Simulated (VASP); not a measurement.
# MgS (e600) (Fm-3m) in VASP: further runs

Runs on MgS (e600). Level: PBEsol. Tasks: single point, relaxation of cell and atoms.

Everything below comes from runs of VASP 6.6.1. Logs are shortened: lines on timing, memory, paths and dates and some standing lists are left out, and cuts for length are marked.

## (1) The cell of the first run

It takes space group Fm-3m (No. 225, cubic). Conventional cell: a = 5.182 Å, b = 5.182 Å, c = 5.182 Å, α = 90.00°, β = 90.00°, γ = 90.00°. Within 3.4 Å of Mg (site symmetry m-3m) lie 6 S at 2.59 Å. S (site symmetry m-3m) has 6 Mg at 2.59 Å within 3.4 Å.

## (2) Single point, PBEsol

INCAR reads:

```
SYSTEM = MgS
ALGO = Normal
EDIFF = 1E-6
ENCUT = 520
GGA = PS
ISIF = 2
ISMEAR = 0
LASPH = .True.
LCHARG = .False.
LREAL = .False.
LWAVE = .False.
NBANDS = 11
NELM = 100
PREC = Accurate
SIGMA = 0.01
```

KPOINTS reads:

```
k-points
0
Gamma
  6 6 6
  0 0 0
```

POSCAR reads:

```
MgS
1.0
    0.0000000000      2.5911612425      2.5911612425
    2.5911612425      0.0000000000      2.5911612425
    2.5911612425      2.5911612425      0.0000000000
Mg S
1 1
Direct
    0.0000000000      0.0000000000      0.0000000000
    0.5000000000      0.5000000000      0.5000000000
```

Potentials or basis: VASP PAW PBE potentials, release 64 (Mg, S).

Command:

```bash
> cat potpaw_PBE.64/Mg/POTCAR potpaw_PBE.64/S/POTCAR > POTCAR
> mpirun -np 1 vasp_std > vasp.out
```

OUTCAR:

```text
SYSTEM = MgS
   EDIFF = 1E-6
   ENCUT = 520
   GGA = PS
   ISIF = 2
   ISMEAR = 0
   LASPH = .True.
   LREAL = .False.
   NELM = 100
   PREC = Accurate

 ion  position               nearest neighbor table
   1  0.000  0.000  0.000-   2 2.59   2 2.59   2 2.59   2 2.59   2 2.59   2 2.59
   2  0.500  0.500  0.500-   1 2.59   1 2.59   1 2.59   1 2.59   1 2.59   1 2.59

  LATTYP: Found a face centered cubic cell.
 ALAT       =     5.1823224850

  Lattice vectors:

 A1 = (   0.0000000000,   2.5911612425,   2.5911612425)
 A2 = (   2.5911612425,   0.0000000000,   2.5911612425)
 A3 = (   2.5911612425,   2.5911612425,   0.0000000000)

Analysis of symmetry for initial positions (statically):
=====================================================================
 Subroutine PRICEL returns:
 Original cell was already a primitive cell.

 Routine SETGRP: Setting up the symmetry group for a
 face centered cubic supercell.

 Subroutine GETGRP returns: Found 48 space group operations
 (whereof 48 operations were pure point group operations)
 out of a pool of 48 trial point group operations.

The static configuration has the point symmetry O_h .

Analysis of symmetry for dynamics (positions and initial velocities):
=====================================================================
 Subroutine PRICEL returns:
 Original cell was already a primitive cell.

 Routine SETGRP: Setting up the symmetry group for a
 face centered cubic supercell.

 Subroutine GETGRP returns: Found 48 space group operations
 (whereof 48 operations were pure point group operations)
 out of a pool of 48 trial point group operations.

The dynamic configuration has the point symmetry O_h .

 Subroutine INISYM returns: Found 48 space group operations
 (whereof 48 operations are pure point group operations),
 and found     1 'primitive' translations

----------------------------------------------------------------------------------------

                                     Primitive cell

  volume of cell :      34.7947

  direct lattice vectors                    reciprocal lattice vectors
     0.000000000  2.591161243  2.591161243    -0.192963677  0.192963677  0.192963677
     2.591161243  0.000000000  2.591161243     0.192963677 -0.192963677  0.192963677
     2.591161243  2.591161243  0.000000000     0.192963677  0.192963677 -0.192963677

  length of vectors
     3.664455371  3.664455371  3.664455371     0.334222892  0.334222892  0.334222892

  position of ions in fractional coordinates (direct lattice)
     0.000000000  0.000000000  0.000000000
     0.500000000  0.500000000  0.500000000

  ion indices of the primitive-cell ions
   primitive index   ion index
                 1           1
                 2           2

----------------------------------------------------------------------------------------

 KPOINTS: k-points

Automatic generation of k-mesh.
 Grid dimensions read from file:
 generate k-points for:    6    6    6

 Generating k-lattice:

  Cartesian coordinates                     Fractional coordinates (reciprocal lattice)
    -0.032160613  0.032160613  0.032160613     0.166666667  0.000000000  0.000000000
     0.032160613 -0.032160613  0.032160613     0.000000000  0.166666667  0.000000000
     0.032160613  0.032160613 -0.032160613     0.000000000  0.000000000  0.166666667

  Length of vectors
     0.055703815  0.055703815  0.055703815

  Shift w.r.t. Gamma in fractional coordinates (k-lattice)
     0.000000000  0.000000000  0.000000000

 Subroutine IBZKPT returns following result:
 ===========================================

 Found     16 irreducible k-points:

 Following reciprocal coordinates:
            Coordinates               Weight
  0.000000  0.000000  0.000000      1.000000
  0.166667  0.000000  0.000000      8.000000
  0.333333  0.000000  0.000000      8.000000
  0.500000  0.000000  0.000000      4.000000
  0.166667  0.166667  0.000000      6.000000
  0.333333  0.166667  0.000000     24.000000
[... 8 lines left out ...]
 -0.333333  0.333333  0.166667     24.000000
 -0.333333  0.500000  0.166667     12.000000
   k-points           NKPTS =     16   k-points in BZ     NKDIM =     16   number of bands    NBANDS=     11
   number of dos      NEDOS =    301   number of ions     NIONS =      2
   total plane-waves  NPLWV =  21952
   dimension x,y,z NGX =    28 NGY =   28 NGZ =   28
   dimension x,y,z NGXF=    56 NGYF=   56 NGZF=   56
   ions per type =               1   1
   NGX,Y,Z   is equivalent  to a cutoff of  12.70, 12.70, 12.70 a.u.
   NGXF,Y,Z  is equivalent  to a cutoff of  25.41, 25.41, 25.41 a.u.
 SYSTEM =  MgS
   PREC   = accura    normal or accurate (medium, high low for compatibility)
   ISTART =      0    job   : 0-new  1-cont  2-samecut
   ICHARG =      2    charge: 1-file 2-atom 10-const
   ISPIN  =      1    spin polarized calculation?
   LNONCOLLINEAR =      F non collinear calculations
   LSORBIT =      F    spin-orbit coupling
   LASPH  =      T    aspherical Exc in radial PAW
   ENCUT  =  520.0 eV  38.22 Ry    6.18 a.u.   6.81  6.81  6.81*2*pi/ulx,y,z
   NELM   =    100;   NELMIN=  2; NELMDL= -5     # of ELM steps
   EDIFF  = 0.1E-05   stopping-criterion for ELM
   LREAL  =      F    real-space projection
   EDIFFG = 0.1E-04   stopping-criterion for IOM
   NSW    =      0    number of steps for IOM
   IBRION =     -1    ionic relax: 0-MD 1-quasi-New 2-CG
   NFREE  =      0    steps in history (QN), initial steepest desc. (CG)
   ISIF   =      2    stress and relaxation
   ISYM   =      2    0-nonsym 1-usesym 2-fastsym
   POTIM  = 0.5000    time-step for ionic-motion
   TEBEG  =    0.0;   TEEND  =   0.0 temperature during run
   PSTRESS=    0.0 pullay stress
   NELECT =       8.0000    total number of electrons
   NUPDOWN=      -1.0000    fix difference up-down
   EMIN   =  10.00;   EMAX   =-10.00  energy-range for DOS
   EFERMI =   0.00;   METHOD = LEGACY
   ISMEAR =     0;   SIGMA  =   0.01  broadening in eV -4-tet -1-fermi 0-gaus
   EFERMI_NEDOS =   21; number of points for ismear=-14 and -15
   IALGO  =     38    algorithm
   IMIX   =      4    mixing-type and parameters
     AMIX     =   0.40;   BMIX     =  1.00
     AMIX_MAG =   1.60;   BMIX_MAG =  1.00
  volume/ion in A,a.u.               =      17.40       117.40
  Fermi-wavevector in a.u.,A,eV,Ry     =   1.002922  1.895247 13.685448  1.005852
  Thomas-Fermi vector in A             =   2.135440
   LORBIT       =      0    0 simple, 1 ext, 2 COOP (PROOUT), +10 PAW based schemes
   GGA     = PS    functional components
   LHFCALC =     F    Hartree Fock is set to
   AEXX    =    0.0000 exact exchange contribution
   IVDW    =     0    specifies the selected vdW correction
   LEPSILON=     F    determine dielectric tensor
   LRPA    =     F    only Hartree local field effects (RPA)
 non-spin polarized calculation
 Gauss-broadening in eV      SIGMA  =   0.01
  energy-cutoff  :      520.00
  volume of cell :       34.79
 maximum number of plane-waves:       960
   NGX = 13   NGY = 13   NGZ = 13

 number of electron       7.9999999 magnetization

 Free energy of the ion-electron system (eV)
  ---------------------------------------------------
  ext. energy  EPLUGINS =         0.00000000
  ---------------------------------------------------
  free energy    TOTEN  =        -9.07202632 eV

  energy without entropy =       -9.07202632  energy(sigma->0) =       -9.07202632

 E-fermi :   3.8327     XC(G=0):  -9.8862

 val. band max:        3.7871465492   @ k =   0.0000   0.0000   0.0000
 cond. band min:       6.5137853560   @ k =   0.5000   0.5000   0.0000
 fundamental gap:      2.7266388068
 Fermi energy:         3.8327257322

 k-point     1 :       0.0000    0.0000    0.0000
  band No.  band energies     occupation
      1      -8.9664      2.00000
      2       3.7871      2.00000
      3       3.7871      2.00000
      4       3.7871      2.00000
      5       7.4741      0.00000
      6      11.6314      0.00000
      7      11.6314      0.00000
      8      11.6314      0.00000
      9      14.1101      0.00000
     10      14.1101      0.00000
     11      16.1094      0.00000

 k-point     2 :       0.1667    0.0000    0.0000
  band No.  band energies     occupation
      1      -8.6944      2.00000
      2       2.1140      2.00000
      3       3.6108      2.00000
      4       3.6108      2.00000
      5       8.5600      0.00000
      6      11.3531      0.00000
      7      11.9150      0.00000
      8      11.9150      0.00000
      9      13.3896      0.00000
     10      13.3896      0.00000
     11      16.1809      0.00000

 k-point     3 :       0.3333    0.0000    0.0000
  band No.  band energies     occupation
      1      -8.0342      2.00000
      2      -0.1536      2.00000
      3       3.3071      2.00000
      4       3.3071      2.00000
      5       8.4534      0.00000
      6      11.0585      0.00000
      7      11.0585      0.00000
      8      13.1754      0.00000
      9      15.2593      0.00000
     10      15.2601      0.00000
     11      15.2601      0.00000

 k-point     4 :       0.5000    0.0000    0.0000
  band No.  band energies     occupation
      1      -7.6086      2.00000
      2      -1.1738      2.00000
      3       3.1738      2.00000
      4       3.1738      2.00000
      5       8.2037      0.00000
      6      10.6252      0.00000
      7      10.6252      0.00000
      8      13.9831      0.00000
      9      15.8273      0.00000
     10      18.2259      0.00000
     11      18.2259      0.00000
[... 127 lines left out ...]
 k-point    14 :       0.5000    0.3333    0.1667
  band No.  band energies     occupation
      1      -7.5823      2.00000
      2      -0.0004      2.00000
      3       1.5144      2.00000
      4       2.5082      2.00000
      5       9.0547      0.00000
      6      10.2811      0.00000
      7      11.0337      0.00000
      8      13.6281      0.00000
      9      15.3075      0.00000
     10      18.5814      0.00000
     11      19.1616      0.00000

 k-point    15 :      -0.3333    0.3333    0.1667
  band No.  band energies     occupation
      1      -7.2924      2.00000
      2      -0.2535      2.00000
      3       0.9790      2.00000
      4       2.1456      2.00000
      5       9.0896      0.00000
      6      10.4168      0.00000
      7      12.4119      0.00000
      8      12.6773      0.00000
      9      15.9785      0.00000
     10      17.7006      0.00000
     11      19.5505      0.00000

 k-point    16 :      -0.3333    0.5000    0.1667
  band No.  band energies     occupation
      1      -7.1849      2.00000
      2      -0.0868      2.00000
      3       1.1162      2.00000
      4       1.5062      2.00000
      5       8.1791      0.00000
      6       9.8735      0.00000
      7      12.9266      0.00000
      8      13.5318      0.00000
      9      17.5968      0.00000
     10      18.8269      0.00000
     11      19.2928      0.00000

------------------------ aborting loop because EDIFF is reached ----------------------------------------

  FORCE on cell =-STRESS in cart. coord.  units (eV):
  Direction    XX          YY          ZZ          XY          YZ          ZX
  --------------------------------------------------------------------------------------
  -------------------------------------------------------------------------------------
  Total       -0.0437271     -0.0437271     -0.0437271      0.0000000     -0.0000000      0.0000000
  in kB       -2.0134820     -2.0134820     -2.0134820      0.0000000     -0.0000000      0.0000000
  external PRESSURE =      -2.0134820 kB  Pullay stress =       0.0000000 kB

 VOLUME and BASIS-vectors are now :
 -----------------------------------------------------------------------------
  energy-cutoff  :      520.00
  volume of cell :       34.79
      direct lattice vectors                 reciprocal lattice vectors
     0.000000000  2.591161243  2.591161243    -0.192963677  0.192963677  0.192963677
     2.591161243  0.000000000  2.591161243     0.192963677 -0.192963677  0.192963677
     2.591161243  2.591161243  0.000000000     0.192963677  0.192963677 -0.192963677

 POSITION                                       TOTAL-FORCE (eV/Angst)
 -----------------------------------------------------------------------------------
      0.00000      0.00000      0.00000        -0.000000      0.000000      0.000000
      2.59116      2.59116      2.59116         0.000000     -0.000000     -0.000000
 -----------------------------------------------------------------------------------
    total drift:                                0.000000      0.000000      0.000000

  FREE ENERGIE OF THE ION-ELECTRON SYSTEM (eV)
  ---------------------------------------------------
  free  energy   TOTEN  =        -9.0720263181 eV

  energy  without entropy=       -9.0720263181  energy(sigma->0) =       -9.07202632
```

It took 3.5 s on 1 thread of Intel Xeon 6975P-C, shared host; peak memory 0.15 GiB.

What came out:

```yaml
Free_energy: -9.0720 eV
Pressure: -0.2 GPa
Band_gap_on_the_k_mesh: 2.73 eV, indirect (least direct gap 3.69 eV)
```

Levels at points of the mesh, in eV from the valence-band top:
| k point | band 2 | band 3 | band 4 | band 5 | band 6 | band 7 |
| --- | --- | --- | --- | --- | --- | --- |
| (0.00, 0.00, 0.00) | 0.00 | 0.00 | 0.00 | 3.69 | 7.84 | 7.84 |
| (0.50, 0.00, 0.00) | -4.96 | -0.61 | -0.61 | 4.42 | 6.84 | 6.84 |
| (0.50, 0.50, 0.00) | -4.33 | -1.74 | -1.74 | 2.73 | 4.20 | 11.99 |

Caveat: the PAW data sets were made with another functional, which shifts forces and pressure a little. Expect the measured gap to be larger: semilocal functionals such as PBEsol lack the derivative discontinuity.

## (3) Relaxation of cell and atoms, PBEsol

This run uses another cell than the first one, of 17.58 Å³/atom, 1.010 times its volume.

INCAR reads:

```
SYSTEM = MgS
  ALGO = Normal
  EDIFF = 1E-6
  EDIFFG = -0.002
  ENCUT = 600
  GGA = PS
  IBRION = 2
  ISIF = 3
  ISMEAR = 0
  LASPH = .TRUE.
  LCHARG = .FALSE.
  LREAL = .FALSE.
  LWAVE = .FALSE.
  NELM = 80
  NSW = 100
  PREC = Accurate
  SIGMA = 0.02
```

KPOINTS reads:

```
k-points
0
G
  6 6 6
  0 0 0
```

POSCAR reads:

```
MgS
1.0
    0.0000000000      2.6000000000      2.6000000000
    2.6000000000      0.0000000000      2.6000000000
    2.6000000000      2.6000000000      0.0000000000
Mg S
1 1
Direct
    0.0000000000      0.0000000000      0.0000000000
    0.5000000000      0.5000000000      0.5000000000
```

Potentials or basis: VASP PAW PBE potentials, release 64 (Mg, S).

Command:

```bash
> cat potpaw_PBE.64/Mg/POTCAR potpaw_PBE.64/S/POTCAR > POTCAR
> mpirun -np 1 vasp_std > vasp.out
```

Run time: 8.3 s. Hardware: 1 thread of Intel Xeon 6975P-C, shared host; peak memory 0.17 GiB.

Results (log left out):

| Item | Value |
| --- | --- |
| Free energy | -9.0725 eV |
| Relaxed volume | 17.36 Å³/atom |
| Relaxed cell | a = 3.662 Å, b = 3.662 Å, c = 3.662 Å, α = 60.00°, β = 60.00°, γ = 60.00° |
| Space group after relaxing (to 0.05 Å) | Fm-3m (No. 225) |
| Energy gained by relaxing | 0.6 meV/atom |
| Ionic steps | 3 |
| Pressure after relaxing | 0.0 GPa |
| Band gap on the k mesh | 2.73 eV, indirect (least direct gap 3.70 eV) |

The path:
| step | energy change (eV) | largest force (eV/Å) | pressure (GPa) | volume (Å³) |
| --- | --- | --- | --- | --- |
| 1 | 0.0000 | 0.0000 | -0.95 | 35.15 |
| 2 | -0.0012 | 0.0000 | 0.23 | 34.63 |
| 3 | -0.0013 | 0.0000 | 0.00 | 34.73 |

Final structure:
```cif
data_structure
_symmetry_space_group_name_H-M 'P 1'
_symmetry_Int_Tables_number 1
_cell_length_a 3.6620
_cell_length_b 3.6620
_cell_length_c 3.6620
_cell_angle_alpha 60.000
_cell_angle_beta 60.000
_cell_angle_gamma 60.000
_cell_volume 34.73
loop_
_atom_site_label
_atom_site_type_symbol
_atom_site_fract_x
_atom_site_fract_y
_atom_site_fract_z
_atom_site_occupancy
Mg1 Mg 0.00000 0.00000 0.00000 1
S1 S 0.50000 0.50000 0.50000 1
```

Levels at points of the mesh, in eV from the valence-band top:
| k point | band 1 | band 2 | band 3 | band 4 | band 5 | band 6 | band 7 | band 8 |
| --- | --- | --- | --- | --- | --- | --- | --- | --- |
| (0.00, 0.00, 0.00) | -12.77 | 0.00 | 0.00 | 0.00 | 3.70 | 7.84 | 7.84 | 7.84 |
| (0.50, 0.00, 0.00) | -11.40 | -4.97 | -0.62 | -0.62 | 4.42 | 6.84 | 6.84 | 10.22 |
| (0.50, 0.50, 0.00) | -11.01 | -4.34 | -1.74 | -1.74 | 2.73 | 4.20 | 12.01 | 12.86 |

Caveat: the PAW data sets were made with another functional, which shifts forces and pressure a little.
